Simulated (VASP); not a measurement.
Set up this calculation in VASP 6.6.1, as the native input.

| Quantity | Value |
| --- | --- |
| Task | single point |
| Functional | revPBE |
| Potentials or basis | VASP PAW PBE potentials, release 64 (Sn_d, S) |
| Cutoff | 500 eV |
| k mesh | 6 × 6 × 3 |
| Occupations | fermi-dirac, width 0.02 eV |
| Spin | no spin polarisation |
| Dipole correction | no |
| Further INCAR settings | ALGO = Normal; EDIFF = 1e-06; NBANDS = 20 |

The structure of SnS2 (Berndtite-2T) lies in POSCAR:

```
SnS2
1.0
    3.5298300000      0.0000000000      0.0000000000
   -1.7649150000      3.0569220200      0.0000000000
    0.0000000000      0.0000000000      6.2365819960
Sn S
1 2
Direct
    0.0000000000      0.0000000000      0.0000000000
    0.3333333333      0.6666666667      0.2500000000
    0.6666666667      0.3333333333      0.7500000000
```

One way to write it, as run:

INCAR

```
PREC     = Accurate       # precision mode
ENCUT    = 500            # plane-wave cutoff, eV
EDIFF    = 1E-6           # SCF threshold, eV
ISMEAR   = -1             # smearing method
SIGMA    = 0.02           # smearing width, eV
LREAL    = False          # projectors in reciprocal space
LASPH    = True           # aspherical terms in the spheres
NELM     = 120            # most SCF steps
ALGO     = Normal         # electronic algorithm
ISIF     = 2              # what is computed and relaxed
LWAVE    = False          # write WAVECAR
LCHARG   = False          # write CHGCAR
GGA      = RE             # functional
NBANDS   = 20             # bands
GGA_COMPAT= False
```

KPOINTS

```
regular mesh
0
Gamma
  6 6 3
```

Potentials or basis: VASP PAW PBE potentials, release 64 (Sn_d, S).

Launch:

```console
$ cat potpaw_PBE.64/Sn_d/POTCAR potpaw_PBE.64/S/POTCAR > POTCAR
$ mpirun -np 1 vasp_std > vasp.out
```

Results of the run:

| Property | Result |
| --- | --- |
| Pressure | 6.1 GPa |
| Largest force | 0.333 eV/Å |
| Band gap on the k mesh | 1.30 eV, indirect (least direct gap 1.80 eV) |

Caveat: the PAW data sets were made with another functional, which shifts forces and pressure a little; spin-orbit coupling is left out, which moves the levels of the heavy elements; this functional lacks dispersion, which binds the layers, so the pressure and a relaxed spacing across them are unreliable.

Wall time 50 s on 1 thread of Intel Xeon 8259CL, on a shared host, peak memory 0.18 GiB.
